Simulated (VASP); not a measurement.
# P (P4/mmm) in VASP: single point with r2SCAN

Aim: the single point of P with r2SCAN.

Everything below comes from runs of VASP 6.6.1. Logs are shortened: lines on timing, memory, paths and dates and some standing lists are left out, and cuts for length are marked.

### Step 1. The cell of the first run

Symmetry: P4/mmm, No. 123, tetragonal system. Conventional cell: a = 4.401 Å, b = 4.401 Å, c = 4.509 Å, α = 90.00°, β = 90.00°, γ = 90.00°. Within 5.8 Å of P (site symmetry 4/mmm) lie 6 P at 4.40 to 4.51 Å.

### Step 2. Single point, r2SCAN (strain +0.030 along x and y, +0.030 along z)

File POSCAR:

```
P
1.0
    4.4010920031      0.0000000000      0.0000000000
    0.0000000000      4.4010920031      0.0000000000
    0.0000000000      0.0000000000      4.5093400000
P
1
Direct
    0.0000000000      0.0000000000      0.0000000000
```

File INCAR.step1:

```
PREC     = Accurate       # precision mode
ENCUT    = 520            # plane-wave cutoff, eV
ISMEAR   = 0              # smearing method
SIGMA    = 0.15           # smearing width, eV
LREAL    = F              # projectors in reciprocal space
LASPH    = T              # aspherical terms in the spheres
NELM     = 60             # most SCF steps
NBANDS   = 8              # bands
GGA      = PE             # functional
ALGO     = Normal         # electronic algorithm
EDIFF    = 1E-4           # SCF threshold, eV
LWAVE    = T              # write WAVECAR
LCHARG   = F              # write CHGCAR
```

File INCAR.step2:

```
PREC     = Accurate       # precision mode
ENCUT    = 520            # plane-wave cutoff, eV
EDIFF    = 1E-6           # SCF threshold, eV
ISMEAR   = 0              # smearing method
SIGMA    = 0.15           # smearing width, eV
LREAL    = F              # projectors in reciprocal space
LASPH    = T              # aspherical terms in the spheres
NELM     = 60             # most SCF steps
ALGO     = Normal         # electronic algorithm
ISIF     = 2              # what is computed and relaxed
LWAVE    = F              # write WAVECAR
LCHARG   = F              # write CHGCAR
METAGGA  = R2SCAN         # meta-GGA
LMIXTAU  = T            
NBANDS   = 8              # bands
ISTART   = 1
```

File KPOINTS:

```
regular mesh
0
Gamma
  12 12 12
```

Potentials or basis: VASP PAW PBE potentials, release 64 (P).

The run is started by

```
> cat potpaw_PBE.64/P/POTCAR > POTCAR
> cp INCAR.step1 INCAR
> mpirun -np 1 vasp_std > vasp.out
> cp INCAR.step2 INCAR
> mpirun -np 1 vasp_std > vasp.out
```

OUTCAR:

```text
PREC = Accurate
   ENCUT = 520
   EDIFF = 1E-6
   ISMEAR = 0
   LREAL = F
   LASPH = T
   NELM = 60
   ISIF = 2
   METAGGA = R2SCAN
   ISTART = 1

 ion  position               nearest neighbor table
   1  0.000  0.000  0.000-

  LATTYP: Found a simple tetragonal cell.
 ALAT       =     4.4010920031
 C/A-ratio  =     1.0245957133

  Lattice vectors:

 A1 = (   4.4010920031,   0.0000000000,   0.0000000000)
 A2 = (   0.0000000000,   4.4010920031,   0.0000000000)
 A3 = (   0.0000000000,   0.0000000000,   4.5093400000)

Analysis of symmetry for initial positions (statically):
=====================================================================
 Subroutine PRICEL returns:
 Original cell was already a primitive cell.

 Routine SETGRP: Setting up the symmetry group for a
 simple tetragonal supercell.

 Subroutine GETGRP returns: Found 16 space group operations
 (whereof 16 operations were pure point group operations)
 out of a pool of 16 trial point group operations.

The static configuration has the point symmetry D_4h.

Analysis of symmetry for dynamics (positions and initial velocities):
=====================================================================
 Subroutine PRICEL returns:
 Original cell was already a primitive cell.

 Routine SETGRP: Setting up the symmetry group for a
 simple tetragonal supercell.

 Subroutine GETGRP returns: Found 16 space group operations
 (whereof 16 operations were pure point group operations)
 out of a pool of 16 trial point group operations.

The dynamic configuration has the point symmetry D_4h.

 Subroutine INISYM returns: Found 16 space group operations
 (whereof 16 operations are pure point group operations),
 and found     1 'primitive' translations

----------------------------------------------------------------------------------------

                                     Primitive cell

  volume of cell :      87.3442

  direct lattice vectors                    reciprocal lattice vectors
     4.401092003  0.000000000  0.000000000     0.227216336  0.000000000  0.000000000
     0.000000000  4.401092003  0.000000000     0.000000000  0.227216336  0.000000000
     0.000000000  0.000000000  4.509340000     0.000000000  0.000000000  0.221761943

  length of vectors
     4.401092003  4.401092003  4.509340000     0.227216336  0.227216336  0.221761943

  position of ions in fractional coordinates (direct lattice)
     0.000000000  0.000000000  0.000000000

  ion indices of the primitive-cell ions
   primitive index   ion index
                 1           1

----------------------------------------------------------------------------------------

 KPOINTS: regular mesh

Automatic generation of k-mesh.
 Grid dimensions read from file:
 generate k-points for:   12   12   12

 Generating k-lattice:

  Cartesian coordinates                     Fractional coordinates (reciprocal lattice)
     0.018934695  0.000000000  0.000000000     0.083333333  0.000000000  0.000000000
     0.000000000  0.018934695  0.000000000     0.000000000  0.083333333  0.000000000
     0.000000000  0.000000000  0.018480162     0.000000000  0.000000000  0.083333333

  Length of vectors
     0.018934695  0.018934695  0.018480162

  Shift w.r.t. Gamma in fractional coordinates (k-lattice)
     0.000000000  0.000000000  0.000000000

 Subroutine IBZKPT returns following result:
 ===========================================

 Found    196 irreducible k-points:

 Following reciprocal coordinates:
            Coordinates               Weight
  0.000000  0.000000  0.000000      1.000000
  0.083333  0.000000  0.000000      4.000000
  0.166667  0.000000  0.000000      4.000000
  0.250000  0.000000  0.000000      4.000000
  0.333333  0.000000  0.000000      4.000000
  0.416667  0.000000  0.000000      4.000000
[... 16 lines left out ...]
  0.333333  0.333333  0.000000      4.000000
  0.416667  0.333333  0.000000      8.000000
 [... further k-points ...]
   k-points           NKPTS =    196   k-points in BZ     NKDIM =    196   number of bands    NBANDS=      8
   number of dos      NEDOS =    301   number of ions     NIONS =      1
   total plane-waves  NPLWV =  46656
   dimension x,y,z NGX =    36 NGY =   36 NGZ =   36
   dimension x,y,z NGXF=    72 NGYF=   72 NGZF=   72
   ions per type =               1
   NGX,Y,Z   is equivalent  to a cutoff of  13.60, 13.60, 13.27 a.u.
   NGXF,Y,Z  is equivalent  to a cutoff of  27.20, 27.20, 26.54 a.u.
 SYSTEM =  unknown system
   PREC   = accura    normal or accurate (medium, high low for compatibility)
   ISTART =      1    job   : 0-new  1-cont  2-samecut
   ICHARG =      0    charge: 1-file 2-atom 10-const
   ISPIN  =      1    spin polarized calculation?
   LNONCOLLINEAR =      F non collinear calculations
   LSORBIT =      F    spin-orbit coupling
   LASPH  =      T    aspherical Exc in radial PAW
   ENCUT  =  520.0 eV  38.22 Ry    6.18 a.u.   8.18  8.18  8.38*2*pi/ulx,y,z
   NELM   =     60;   NELMIN=  2; NELMDL=  0     # of ELM steps
   EDIFF  = 0.1E-05   stopping-criterion for ELM
   LREAL  =      F    real-space projection
   EDIFFG = 0.1E-04   stopping-criterion for IOM
   NSW    =      0    number of steps for IOM
   IBRION =     -1    ionic relax: 0-MD 1-quasi-New 2-CG
   NFREE  =      0    steps in history (QN), initial steepest desc. (CG)
   ISIF   =      2    stress and relaxation
   ISYM   =      2    0-nonsym 1-usesym 2-fastsym
   POTIM  = 0.5000    time-step for ionic-motion
   TEBEG  =    0.0;   TEEND  =   0.0 temperature during run
   PSTRESS=    0.0 pullay stress
   NELECT =       5.0000    total number of electrons
   NUPDOWN=      -1.0000    fix difference up-down
   EMIN   =  10.00;   EMAX   =-10.00  energy-range for DOS
   EFERMI =   0.00;   METHOD = LEGACY
   ISMEAR =     0;   SIGMA  =   0.15  broadening in eV -4-tet -1-fermi 0-gaus
   EFERMI_NEDOS =   21; number of points for ismear=-14 and -15
   IALGO  =     38    algorithm
   IMIX   =      4    mixing-type and parameters
     AMIX     =   0.40;   BMIX     =  1.00
     AMIX_MAG =   1.60;   BMIX_MAG =  1.00
  volume/ion in A,a.u.               =      87.34       589.43
  Fermi-wavevector in a.u.,A,eV,Ry     =   0.630938  1.192300  5.416249  0.398083
  Thomas-Fermi vector in A             =   1.693742
   LORBIT       =      0    0 simple, 1 ext, 2 COOP (PROOUT), +10 PAW based schemes
   METAGGA = R2SCAN    functional components
   LHFCALC =     F    Hartree Fock is set to
   AEXX    =    0.0000 exact exchange contribution
   IVDW    =     0    specifies the selected vdW correction
   LEPSILON=     F    determine dielectric tensor
   LRPA    =     F    only Hartree local field effects (RPA)
 non-spin polarized calculation
 Gauss-broadening in eV      SIGMA  =   0.15
  energy-cutoff  :      520.00
  volume of cell :       87.34
 maximum number of plane-waves:      2384
 NGX is ok and might be reduce to    36
   NGX = 17   NGY = 17   NGZ = 17

 number of electron       5.0000000 magnetization

 Free energy of the ion-electron system (eV)
  ---------------------------------------------------
  ext. energy  EPLUGINS =         0.00000000
  ---------------------------------------------------
  free energy    TOTEN  =        -4.16131494 eV

  energy without entropy =       -4.11822069  energy(sigma->0) =       -4.13976782

 E-fermi :  -3.4500     XC(G=0):  -4.9187

 val. band max:       -3.4513725665   @ k =   0.2500   0.0833   0.5000
 cond. band min:      -3.4499222000   @ k =   0.4167   0.0833   0.2500
 fundamental gap:      0.0014503665
 Fermi energy:        -3.4499785303

 k-point     1 :       0.0000    0.0000    0.0000
  band No.  band energies     occupation
      1     -12.5833      2.00000
      2      -3.0621      0.00025
      3      -2.9623      0.00000
      4      -2.9623      0.00000
      5       1.4876      0.00000
      6       4.5624      0.00000
      7       4.6478      0.00000
      8       9.0291      0.00000

 k-point     2 :       0.0833    0.0000    0.0000
  band No.  band energies     occupation
      1     -12.5740      2.00000
      2      -3.0660      0.00029
      3      -3.0535      0.00019
      4      -2.9541      0.00000
      5       1.5957      0.00000
      6       4.6118      0.00000
      7       4.7365      0.00000
      8       8.5023      0.00000

 k-point     3 :       0.1667    0.0000    0.0000
  band No.  band energies     occupation
      1     -12.5485      2.00000
      2      -3.3267      0.24518
      3      -3.0298      0.00007
      4      -2.9314      0.00000
      5       1.8786      0.00000
      6       4.7295      0.00000
      7       4.9613      0.00000
      8       7.8551      0.00000

 k-point     4 :       0.2500    0.0000    0.0000
  band No.  band energies     occupation
      1     -12.5129      2.00000
      2      -3.6428      1.93088
      3      -2.9969      0.00002
      4      -2.8999      0.00000
      5       2.2641      0.00000
      6       4.9002      0.00000
      7       5.0945      0.00000
      8       7.2950      0.00000

 k-point     5 :       0.3333    0.0000    0.0000
  band No.  band energies     occupation
      1     -12.4766      2.00000
      2      -3.9258      1.99999
      3      -2.9634      0.00000
      4      -2.8679      0.00000
      5       2.7069      0.00000
      6       4.8935      0.00000
      7       5.0999      0.00000
      8       6.8671      0.00000

 k-point     6 :       0.4167    0.0000    0.0000
  band No.  band energies     occupation
      1     -12.4494      2.00000
      2      -4.1172      2.00000
      3      -2.9383      0.00000
      4      -2.8440      0.00000
      5       3.1735      0.00000
      6       4.4611      0.00000
      7       5.2706      0.00000
      8       6.5994      0.00000

 k-point     7 :       0.5000    0.0000    0.0000
  band No.  band energies     occupation
      1     -12.4394      2.00000
      2      -4.1845      2.00000
      3      -2.9291      0.00000
      4      -2.8351      0.00000
      5       3.4813      0.00000
      6       4.1456      0.00000
      7       5.3411      0.00000
      8       6.5083      0.00000
[... 133 lines left out ...]
 k-point    20 :       0.3333    0.2500    0.0000
  band No.  band energies     occupation
      1     -12.4096      2.00000
      2      -3.8167      1.99946
      3      -3.4830      1.24418
      4      -2.9033      0.00000
      5       3.1533      0.00000
      6       4.5661      0.00000
      7       5.9593      0.00000
      8       6.5570      0.00000

 k-point    21 :       0.4167    0.2500    0.0000
  band No.  band energies     occupation
      1     -12.3833      2.00000
      2      -3.9979      2.00000
      3      -3.4467      0.97558
      4      -2.8797      0.00000
      5       3.3603      0.00000
      6       4.3726      0.00000
      7       6.0763      0.00000
      8       6.4688      0.00000

 k-point    22 :       0.5000    0.2500    0.0000
  band No.  band energies     occupation
      1     -12.3736      2.00000
      2      -4.0622      2.00000
      3      -3.4327      0.87076
      4      -2.8709      0.00000
      5       3.4388      0.00000
      6       4.3008      0.00000
      7       6.1823      0.00000
      8       6.3327      0.00000

 k-point    23 :       0.3333    0.3333    0.0000
  band No.  band energies     occupation
      1     -12.3750      2.00000
      2      -3.7844      1.99838
      3      -3.7204      1.98920
      4      -2.8725      0.00000
      5       3.1937      0.00000
      6       4.5315      0.00000
      7       6.2287      0.00000
      8       6.6222      0.00000

 k-point    24 :       0.4167    0.3333    0.0000
  band No.  band energies     occupation
      1     -12.3492      2.00000
      2      -3.9345      2.00000
      3      -3.7057      1.98408
      4      -2.8496      0.00000
      5       3.1336      0.00000
      6       4.6312      0.00000
      7       6.3355      0.00000
      8       6.5851      0.00000

 [... further k-points ...]

------------------------ aborting loop because EDIFF is reached ----------------------------------------

  FORCE on cell =-STRESS in cart. coord.  units (eV):
  Direction    XX          YY          ZZ          XY          YZ          ZX
  --------------------------------------------------------------------------------------
  -------------------------------------------------------------------------------------
  Total       -1.8376275     -1.8376275     -1.6407723      0.0000000      0.0000000      0.0000000
  in kB      -33.7080938    -33.7080938    -30.0971263      0.0000000      0.0000000      0.0000000
  external PRESSURE =     -32.5044380 kB  Pullay stress =       0.0000000 kB

 VOLUME and BASIS-vectors are now :
 -----------------------------------------------------------------------------
  energy-cutoff  :      520.00
  volume of cell :       87.34
      direct lattice vectors                 reciprocal lattice vectors
     4.401092003  0.000000000  0.000000000     0.227216336  0.000000000  0.000000000
     0.000000000  4.401092003  0.000000000     0.000000000  0.227216336  0.000000000
     0.000000000  0.000000000  4.509340000     0.000000000  0.000000000  0.221761943

 POSITION                                       TOTAL-FORCE (eV/Angst)
 -----------------------------------------------------------------------------------
      0.00000      0.00000      0.00000         0.000000      0.000000      0.000000
 -----------------------------------------------------------------------------------
    total drift:                               -0.000000     -0.000000      0.000000

  FREE ENERGIE OF THE ION-ELECTRON SYSTEM (eV)
  ---------------------------------------------------
  free  energy   TOTEN  =        -4.1613149401 eV

  energy  without entropy=       -4.1182206923  energy(sigma->0) =       -4.13976782
```

Run time: 6.4 min. Hardware: 1 thread of Oxide Virtual Turin-like, shared host; peak memory 0.25 GiB.

What came out:

```
Free energy            : -4.1613 eV
Pressure               : -3.3 GPa
Band gap on the k mesh : zero (an odd number of electrons rules out a gap without spin polarisation)
```

Caveat: the cell differs from its parent crystal (strain +0.030 along x and y, +0.030 along z); the cell stands under tension; the atoms stand far beyond bonding distance, and open shells without spin polarisation read as a metal; the PAW data sets were made with another functional, which shifts forces and pressure a little.
